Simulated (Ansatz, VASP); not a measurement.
# TePb in VASP and in Ansatz

File INCAR:

```
SYSTEM = TePb
PREC     = Accurate       ! precision mode
ENCUT    = 500            ! plane-wave cutoff, eV
EDIFF    = 1E-6           ! SCF threshold, eV
ISMEAR   = 0              ! smearing method
SIGMA    = 0.05           ! smearing width, eV
LREAL    = .False.        ! projectors in reciprocal space
LASPH    = .True.         ! aspherical terms in the spheres
NELM     = 120            ! most SCF steps
ALGO     = Normal         ! electronic algorithm
ISIF     = 2              ! what is computed and relaxed
LWAVE    = .False.        ! write WAVECAR
LCHARG   = .True.         ! write CHGCAR
GGA      = PE             ! functional
IVDW     = 13             ! dispersion correction
LELF     = .True.         ! ELF
LVHAR    = .True.       
NBANDS   = 17             ! bands
GGA_COMPAT= .False.
```

The input KPOINTS:

```
Automatic mesh
0
Gamma
  6 6 6
  0 0 0
```

Contents of POSCAR:

```
TePb
1.0
    0.0000000000      3.2357686366      3.2357686366
    3.2357686366      0.0000000000      3.2357686366
    3.2357686366      3.2357686366      0.0000000000
Pb Te
1 1
Direct
    0.5000000000      0.5000000000      0.5000000000
    0.0000000000      0.0000000000      0.0000000000
```

Input for Ansatz:

```yaml
crystal:
  lattice:
    - [0.0, 3.2357686366, 3.2357686366]
    - [3.2357686366, 0.0, 3.2357686366]
    - [3.2357686366, 3.2357686366, 0.0]
  atoms:
    - { symbol: Pb, position: [0.5, 0.5, 0.5] }
    - { symbol: Te, position: [0.0, 0.0, 0.0] }
basis:
  ecutwfc: 420
  ecutrho_ratio: 4
kpoints:
  mp_grid: { grid: [6, 6, 6] }
hamiltonian:
  xc: pbe
  dispersion: d4
scf:
  occupations: { method: gaussian, width: 0.05 }
output:
  forces: true
  stress: true
  eigenvalues: true
```

Alike in both runs: task single point; functional PBE; dispersion D4; k mesh 6 × 6 × 6; occupations gaussian, width 0.05 eV; no spin polarisation.

```csv
,VASP,Ansatz
version,VASP 6.6.1,Ansatz 0.2.0
potentials or method,"VASP PAW PBE potentials, release 64 (Pb_d, Te), cutoff 500 eV","scalar-relativistic, plane waves, PAW"
valence electrons in the cell,20,30
```

```csv
,VASP,Ansatz,Ansatz less VASP
gap on the k mesh at the Fermi level (eV),0.74,0.74,-0.005
least direct gap on the mesh (eV),0.74,0.74,-0.005
pressure (GPa),-0.1,0.0,+0.06
```

VASP's potentials hold 20 valence electrons a cell and Ansatz's 30, so a difference there can come from the potentials and not from the codes.

Neither program's run includes spin-orbit coupling.
